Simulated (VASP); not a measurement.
Wanted: the native input for a VASP 6.6.1 run.

| Quantity | Value |
| --- | --- |
| Task | single point |
| Functional | HSE06 |
| Potentials or basis | VASP PAW PBE potentials, release 64 (Zn, S) |
| Cutoff | 520 eV |
| k mesh | 4 × 4 × 4 |
| Occupations | fermi-dirac, width 0.05 eV |
| Spin | no spin polarisation |
| Dipole correction | no |
| Grid for exact exchange (PRECFOCK) | Normal |
| Further INCAR settings | ALGO = Normal; EDIFF = 1e-06; NBANDS = 16 |
| Screening parameter | 0.2079 1/Å |

ZnS (zinc blende type):

```
CELL_PARAMETERS angstrom
0.00000 2.67880 2.67880
2.67880 0.00000 2.67880
2.67880 2.67880 0.00000
ATOMIC_POSITIONS crystal
Zn 0.00000 0.00000 0.00000
S 0.25000 0.25000 0.25000
```

The input as run:

POSCAR

```
ZnS
1.0
    0.0000000000      2.6788046350      2.6788046350
    2.6788046350      0.0000000000      2.6788046350
    2.6788046350      2.6788046350      0.0000000000
Zn S
1 1
Direct
    0.0000000000      0.0000000000      0.0000000000
    0.2500000000      0.2500000000      0.2500000000
```

INCAR.step1

```
  PREC = Accurate
  ENCUT = 520
  EDIFF = 1E-5
  ISMEAR = -1
  SIGMA = 0.05
  LREAL = F
  LASPH = T
  NELM = 60
  ALGO = Normal
  ISIF = 2
  LWAVE = T
  LCHARG = F
  GGA = PE
  NBANDS = 16
```

INCAR.step2

```
  PREC = Accurate
  ENCUT = 520
  EDIFF = 1E-6
  ISMEAR = -1
  SIGMA = 0.05
  LREAL = F
  LASPH = T
  NELM = 60
  ALGO = Normal
  ISIF = 2
  LWAVE = F
  LCHARG = F
  GGA = PE
  LHFCALC = T
  HFSCREEN = 0.2079
  PRECFOCK = Normal
  ISTART = 1
  NBANDS = 16
```

KPOINTS

```
regular mesh
0
Gamma
  4 4 4
```

Potentials or basis: VASP PAW PBE potentials, release 64 (Zn, S).

Run with:

```bash
$ cat potpaw_PBE.64/Zn/POTCAR potpaw_PBE.64/S/POTCAR > POTCAR
$ cp INCAR.step1 INCAR
$ mpirun -np 1 vasp_std > vasp.out
$ cp INCAR.step2 INCAR
$ mpirun -np 1 vasp_std > vasp.out
```

Results of the run:

- Pressure: 3.4 GPa
- Band gap on the k mesh: 3.47 eV, direct

Caveat: the k points lie up to 0.51 Å⁻¹ apart; the PAW data sets were made with another functional, which shifts forces and pressure a little.

Run time: 4.1 min on 1 thread of AMD EPYC 9R45 96-Core Processor (Zen 5) (shared host), peak memory 0.23 GiB.
